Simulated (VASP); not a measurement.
# SiC (I-4m2) in VASP: further runs

Runs on SiC. Level: PBEsol. Tasks: single point.

Program: VASP 6.6.1. These are calculated values, not measurements. Logs are shortened: lines on timing, memory, paths and dates and some standing lists are left out, and cuts for length are marked.

## (1) The cell of the first run

The structure is tetragonal, space group I-4m2 (No. 119). The conventional cell has a = 3.088 Å, b = 3.088 Å, c = 4.313 Å, α = 90.00°, β = 90.00°, γ = 90.00°. Si (site symmetry -4m2) has 4 C at 1.88 Å within 2.5 Å. Within 2.5 Å of C (site symmetry -4m2) lie 4 Si at 1.88 Å.

## (2) Single point, PBEsol (strained cell)

Contents of INCAR:

```
SYSTEM = SiC
ALGO     = Normal         ! electronic algorithm
EDIFF    = 1E-6           ! SCF threshold, eV
ENCUT    = 600            ! plane-wave cutoff, eV
GGA      = PS             ! functional
GGA_COMPAT= .False.      
ISIF     = 2              ! what is computed and relaxed
ISMEAR   = 0              ! smearing method
LASPH    = .True.         ! aspherical terms in the spheres
LCHARG   = .False.        ! write CHGCAR
LREAL    = .False.        ! projectors in reciprocal space
LWAVE    = .False.        ! write WAVECAR
NBANDS   = 11             ! bands
NELM     = 120            ! most SCF steps
PREC     = Accurate       ! precision mode
SIGMA    = 0.02           ! smearing width, eV
```

Contents of KPOINTS:

```
k-points
0
Gamma
  10 10 10
  0 0 0
```

Contents of POSCAR:

```
SiC
1.0
    0.0000000000      2.1838762586      2.1566458813
    2.1838762586      0.0000000000      2.1566458813
    2.1838762586      2.1838762586      0.0000000000
Si C
1 1
Direct
    0.0000000000      0.0000000000      0.0000000000
    0.2500000000      0.2500000000      0.2500000000
```

Potentials or basis: VASP PAW PBE potentials, release 64 (Si, C).

Launch:

```console
$ cat potpaw_PBE.64/Si/POTCAR potpaw_PBE.64/C/POTCAR > POTCAR
$ mpirun -np 1 vasp_std > vasp.out
```

OUTCAR:

```text
SYSTEM = SiC
   EDIFF = 1E-6
   ENCUT = 600
   GGA = PS
   ISIF = 2
   ISMEAR = 0
   LASPH = .True.
   LREAL = .False.
   NELM = 120
   PREC = Accurate

 ion  position               nearest neighbor table
   1  0.000  0.000  0.000-   2 1.88   2 1.88   2 1.88   2 1.88
   2  0.250  0.250  0.250-   1 1.88   1 1.88   1 1.88   1 1.88

  LATTYP: Found a body centered tetragonal cell.
 ALAT       =     3.0884674235
 C/A-ratio  =     1.3965799768

  Lattice vectors:

 A1 = (   0.0000000000,  -2.1838762586,  -2.1566458813)
 A2 = (   0.0000000000,   2.1838762586,  -2.1566458813)
 A3 = (   2.1838762586,   0.0000000000,   2.1566458813)

Analysis of symmetry for initial positions (statically):
=====================================================================
 Subroutine PRICEL returns:
 Original cell was already a primitive cell.

 Routine SETGRP: Setting up the symmetry group for a
 body centered tetragonal supercell.

 Subroutine GETGRP returns: Found  8 space group operations
 (whereof  8 operations were pure point group operations)
 out of a pool of 16 trial point group operations.

The static configuration has the point symmetry D_2d.

Analysis of symmetry for dynamics (positions and initial velocities):
=====================================================================
 Subroutine PRICEL returns:
 Original cell was already a primitive cell.

 Routine SETGRP: Setting up the symmetry group for a
 body centered tetragonal supercell.

 Subroutine GETGRP returns: Found  8 space group operations
 (whereof  8 operations were pure point group operations)
 out of a pool of 16 trial point group operations.

The dynamic configuration has the point symmetry D_2d.

 Subroutine INISYM returns: Found  8 space group operations
 (whereof  8 operations are pure point group operations),
 and found     1 'primitive' translations

----------------------------------------------------------------------------------------

                                     Primitive cell

  volume of cell :      20.5714

  direct lattice vectors                    reciprocal lattice vectors
     0.000000000  2.183876259  2.156645881    -0.228950701  0.228950701  0.231841493
     2.183876259  0.000000000  2.156645881     0.228950701 -0.228950701  0.231841493
     2.183876259  2.183876259  0.000000000     0.228950701  0.228950701 -0.231841493

  length of vectors
     3.069273036  3.069273036  3.088467423     0.398230241  0.398230241  0.398230241

  position of ions in fractional coordinates (direct lattice)
     0.000000000  0.000000000  0.000000000
     0.250000000  0.250000000  0.250000000

  ion indices of the primitive-cell ions
   primitive index   ion index
                 1           1
                 2           2

----------------------------------------------------------------------------------------

 KPOINTS: k-points

Automatic generation of k-mesh.
 Grid dimensions read from file:
 generate k-points for:   10   10   10

 Generating k-lattice:

  Cartesian coordinates                     Fractional coordinates (reciprocal lattice)
    -0.022895070  0.022895070  0.023184149     0.100000000 -0.000000000  0.000000000
     0.022895070 -0.022895070  0.023184149    -0.000000000  0.100000000  0.000000000
     0.022895070  0.022895070 -0.023184149     0.000000000  0.000000000  0.100000000

  Length of vectors
     0.039823024  0.039823024  0.039823024

  Shift w.r.t. Gamma in fractional coordinates (k-lattice)
     0.000000000  0.000000000  0.000000000

 Subroutine IBZKPT returns following result:
 ===========================================

 Found    102 irreducible k-points:

 Following reciprocal coordinates:
            Coordinates               Weight
  0.000000  0.000000  0.000000      1.000000
  0.100000  0.000000  0.000000      8.000000
  0.200000  0.000000  0.000000      8.000000
  0.300000  0.000000  0.000000      8.000000
  0.400000  0.000000  0.000000      8.000000
  0.500000  0.000000  0.000000      4.000000
[... 16 lines left out ...]
  0.300000  0.300000  0.000000      2.000000
  0.400000  0.300000  0.000000      8.000000
 [... further k-points ...]
   k-points           NKPTS =    102   k-points in BZ     NKDIM =    102   number of bands    NBANDS=     11
   number of dos      NEDOS =    301   number of ions     NIONS =      2
   total plane-waves  NPLWV =  21952
   dimension x,y,z NGX =    28 NGY =   28 NGZ =   28
   dimension x,y,z NGXF=    56 NGYF=   56 NGZF=   56
   ions per type =               1   1
   NGX,Y,Z   is equivalent  to a cutoff of  15.17, 15.17, 15.07 a.u.
   NGXF,Y,Z  is equivalent  to a cutoff of  30.33, 30.33, 30.14 a.u.
 SYSTEM =  SiC
   PREC   = accura    normal or accurate (medium, high low for compatibility)
   ISTART =      0    job   : 0-new  1-cont  2-samecut
   ICHARG =      2    charge: 1-file 2-atom 10-const
   ISPIN  =      1    spin polarized calculation?
   LNONCOLLINEAR =      F non collinear calculations
   LSORBIT =      F    spin-orbit coupling
   LASPH  =      T    aspherical Exc in radial PAW
   ENCUT  =  600.0 eV  44.10 Ry    6.64 a.u.   6.13  6.13  6.17*2*pi/ulx,y,z
   NELM   =    120;   NELMIN=  2; NELMDL= -5     # of ELM steps
   EDIFF  = 0.1E-05   stopping-criterion for ELM
   LREAL  =      F    real-space projection
[... 7 lines left out ...]
   TEBEG  =    0.0;   TEEND  =   0.0 temperature during run
   PSTRESS=    0.0 pullay stress
   NELECT =       8.0000    total number of electrons
   NUPDOWN=      -1.0000    fix difference up-down
   EMIN   =  10.00;   EMAX   =-10.00  energy-range for DOS
   EFERMI =   0.00;   METHOD = LEGACY
   ISMEAR =     0;   SIGMA  =   0.02  broadening in eV -4-tet -1-fermi 0-gaus
   EFERMI_NEDOS =   21; number of points for ismear=-14 and -15
   IALGO  =     38    algorithm
   IMIX   =      4    mixing-type and parameters
     AMIX     =   0.40;   BMIX     =  1.00
     AMIX_MAG =   1.60;   BMIX_MAG =  1.00
  volume/ion in A,a.u.               =      10.29        69.41
  Fermi-wavevector in a.u.,A,eV,Ry     =   1.194950  2.258129 19.427845  1.427906
  Thomas-Fermi vector in A             =   2.330928
   LORBIT       =      0    0 simple, 1 ext, 2 COOP (PROOUT), +10 PAW based schemes
   GGA     = PS    functional components
   LHFCALC =     F    Hartree Fock is set to
   AEXX    =    0.0000 exact exchange contribution
   IVDW    =     0    specifies the selected vdW correction
   LEPSILON=     F    determine dielectric tensor
   LRPA    =     F    only Hartree local field effects (RPA)
 non-spin polarized calculation
 Gauss-broadening in eV      SIGMA  =   0.02
  energy-cutoff  :      600.00
  volume of cell :       20.57
 maximum number of plane-waves:       700
 NGX is ok and might be reduce to    28
   NGX = 13   NGY = 13   NGZ = 13

 number of electron       8.0000000 magnetization

 Free energy of the ion-electron system (eV)
  ---------------------------------------------------
  ext. energy  EPLUGINS =         0.00000000
  ---------------------------------------------------
  free energy    TOTEN  =       -15.91381079 eV

  energy without entropy =      -15.91381079  energy(sigma->0) =      -15.91381079

 E-fermi :   8.3745     XC(G=0): -11.5302

 val. band max:        8.1778982247   @ k =   0.0000   0.0000   0.0000
 cond. band min:       9.2752161164   @ k =   0.5000   0.5000   0.0000
 fundamental gap:      1.0973178916
 Fermi energy:         8.3745369820

 k-point     1 :       0.0000    0.0000    0.0000
  band No.  band energies     occupation
      1      -7.3482      2.00000
      2       8.0945      2.00000
      3       8.0945      2.00000
      4       8.1779      2.00000
      5      14.3758      0.00000
      6      15.3841      0.00000
      7      15.4168      0.00000
      8      15.4168      0.00000
      9      22.4212      0.00000
     10      22.7974      0.00000
     11      24.4759      0.00000

 k-point     2 :       0.1000    0.0000    0.0000
  band No.  band energies     occupation
      1      -7.1511      2.00000
      2       7.1053      2.00000
      3       7.9537      2.00000
      4       8.0221      2.00000
      5      14.6181      0.00000
      6      15.6219      0.00000
      7      15.6559      0.00000
      8      15.7177      0.00000
      9      21.4805      0.00000
     10      21.7742      0.00000
     11      24.2513      0.00000

 k-point     3 :       0.2000    0.0000    0.0000
  band No.  band energies     occupation
      1      -6.5682      2.00000
      2       4.9705      2.00000
      3       7.6311      2.00000
      4       7.7254      2.00000
      5      14.3095      0.00000
      6      15.9762      0.00000
      7      16.0333      0.00000
      8      16.8980      0.00000
      9      20.8826      0.00000
     10      21.0265      0.00000
     11      23.3713      0.00000

 k-point     4 :       0.3000    0.0000    0.0000
  band No.  band energies     occupation
      1      -5.6339      2.00000
      2       2.6378      2.00000
      3       7.2991      2.00000
      4       7.4219      2.00000
      5      13.8968      0.00000
      6      15.7737      0.00000
      7      15.9309      0.00000
      8      17.8332      0.00000
      9      21.7724      0.00000
     10      21.8046      0.00000
     11      23.1290      0.00000
[... 239 lines left out ...]
 k-point    22 :      -0.2000    0.2000    0.0000
  band No.  band energies     occupation
      1      -5.3356      2.00000
      2       3.3321      2.00000
      3       4.9268      2.00000
      4       7.3992      2.00000
      5      14.5283      0.00000
      6      16.1202      0.00000
      7      16.4293      0.00000
      8      17.3354      0.00000
      9      19.5496      0.00000
     10      23.3887      0.00000
     11      27.4676      0.00000

 k-point    23 :       0.3000    0.3000    0.0000
  band No.  band energies     occupation
      1      -5.0180      2.00000
      2       3.8464      2.00000
      3       5.6570      2.00000
      4       5.6570      2.00000
      5      11.1688      0.00000
      6      13.5459      0.00000
      7      19.6264      0.00000
      8      19.6264      0.00000
      9      20.6629      0.00000
     10      25.0674      0.00000
     11      29.8267      0.00000

 k-point    24 :       0.4000    0.3000    0.0000
  band No.  band energies     occupation
      1      -4.1286      2.00000
      2       2.5917      2.00000
      3       4.8938      2.00000
      4       5.3854      2.00000
      5      10.8348      0.00000
      6      13.5315      0.00000
      7      19.7587      0.00000
      8      19.9927      0.00000
      9      21.9559      0.00000
     10      26.1176      0.00000
     11      29.4246      0.00000

 [... further k-points ...]

------------------------ aborting loop because EDIFF is reached ----------------------------------------

  FORCE on cell =-STRESS in cart. coord.  units (eV):
  Direction    XX          YY          ZZ          XY          YZ          ZX
  --------------------------------------------------------------------------------------
  -------------------------------------------------------------------------------------
  Total        0.0401206      0.0401206      0.4357807      0.0000000     -0.0000000      0.0000000
  in kB        3.1247310      3.1247310     33.9401405      0.0000000     -0.0000000      0.0000000
  external PRESSURE =      13.3965342 kB  Pullay stress =       0.0000000 kB

 VOLUME and BASIS-vectors are now :
 -----------------------------------------------------------------------------
  energy-cutoff  :      600.00
  volume of cell :       20.57
      direct lattice vectors                 reciprocal lattice vectors
     0.000000000  2.183876259  2.156645881    -0.228950701  0.228950701  0.231841493
     2.183876259  0.000000000  2.156645881     0.228950701 -0.228950701  0.231841493
     2.183876259  2.183876259  0.000000000     0.228950701  0.228950701 -0.231841493

 POSITION                                       TOTAL-FORCE (eV/Angst)
 -----------------------------------------------------------------------------------
      0.00000      0.00000      0.00000         0.000000      0.000000      0.000000
      1.09194      1.09194      1.07832        -0.000000     -0.000000     -0.000000
 -----------------------------------------------------------------------------------
    total drift:                               -0.000000     -0.000000     -0.000000

  FREE ENERGIE OF THE ION-ELECTRON SYSTEM (eV)
  ---------------------------------------------------
  free  energy   TOTEN  =       -15.9138107943 eV

  energy  without entropy=      -15.9138107943  energy(sigma->0) =      -15.91381079
```

It took 56 s on 1 thread of Intel Xeon 8259CL, shared host; peak memory 0.17 GiB.

What came out:

```
Free energy            : -15.9138 eV
Pressure               : 1.3 GPa
Band gap on the k mesh : 1.10 eV (least direct gap 4.43 eV)
```

Levels at points of the mesh, in eV from the valence-band top:
```csv
k point,band 1,band 2,band 3,band 4,band 5,band 6,band 7,band 8
"(0.00, 0.00, 0.00)",-15.53,-0.08,-0.08,0.00,6.20,7.21,7.24,7.24
"(0.50, 0.00, 0.00)",-11.90,-8.69,-1.19,-1.04,5.36,7.01,7.22,9.89
"(0.50, 0.50, 0.00)",-10.36,-7.80,-3.37,-3.37,1.10,4.02,13.93,13.93
"(0.50, 0.00, 0.50)",-10.46,-7.96,-3.24,-3.22,1.21,4.24,13.78,14.18
```

Caveat: the cell differs from its parent crystal (strained cell); the PAW data sets were made with another functional, which shifts forces and pressure a little.

(Part 1 of 2 ends here.)
